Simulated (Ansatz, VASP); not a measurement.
One calculation of GaN, two programs

```xyz
8
Lattice="-1.6091 2.7870 0.0000 0.0000 0.0000 5.2428 4.8273 2.7870 0.0000" Properties=species:S:1:pos:R:3 pbc="T T T"
Ga    0.0000    1.8580    5.2410
Ga    3.2182    1.8580    5.2410
Ga    1.6091    0.9290    2.6196
Ga    3.2182    3.7160    2.6196
N     0.0000    1.8580    1.9732
N     3.2182    1.8580    1.9732
N     1.6091    0.9290    4.5946
N     3.2182    3.7160    4.5946
```

Alike in both runs: task single point; functional PBE; k mesh 8 × 5 × 5; occupations fermi-dirac, width 0.02 eV; no spin polarisation.

|  | VASP | Ansatz |
| --- | --- | --- |
| version | VASP 6.6.1 | Ansatz 0.2.0 |
| potentials or method | VASP PAW PBE potentials, release 64 (Ga_d, N) | PAW with Ansatz's default frozen-core files, scalar-relativistic |
| plane-wave cutoff (eV) | 520 | 420 |
| valence electrons in the cell | 72 | 72 |

|  | VASP | Ansatz | Ansatz less VASP |
| --- | --- | --- | --- |
| gap on the k mesh at the Fermi level (eV) | 1.72 | 1.71 | -0.006 |
| pressure (GPa) | 0.2 | 0.0 | -0.14 |
